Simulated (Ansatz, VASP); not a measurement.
**One calculation of Pb, two programs**

```
Pb
1.0
     3.35847    0.00000    0.00000
    -1.67923    2.90852    0.00000
     0.00000    0.00000   10.90601
Pb
4
Direct
  0.00000 0.00000 0.00000
  0.00000 0.00000 0.50000
  0.33333 0.66667 0.25000
  0.66667 0.33333 0.75000
```

Alike in both runs: task single point; functional LDA; k mesh 12 × 12 × 4; occupations fermi-dirac, width 0.1 eV; no spin polarisation.

```csv
,VASP,Ansatz
version,VASP 6.6.1,Ansatz 0.2.0
potentials or method,"VASP PAW LDA potentials, release 64 (Pb_d), cutoff 520 eV","plane waves (420 eV) with PAW, scalar-relativistic"
valence electrons in the cell,56,56
```

```tsv
	VASP	Ansatz	Ansatz less VASP
pressure (GPa)	5.7	5.6	-0.11
traceless stress, the component that is largest in VASP (GPa)	0.47	0.47	-0.005
```

Ansatz warns that its potentials were made for another functional, while VASP's fit it. LDA's correlation is that of Perdew and Zunger in VASP and of Perdew and Wang (1992) in Ansatz.

Neither program's run includes spin-orbit coupling.
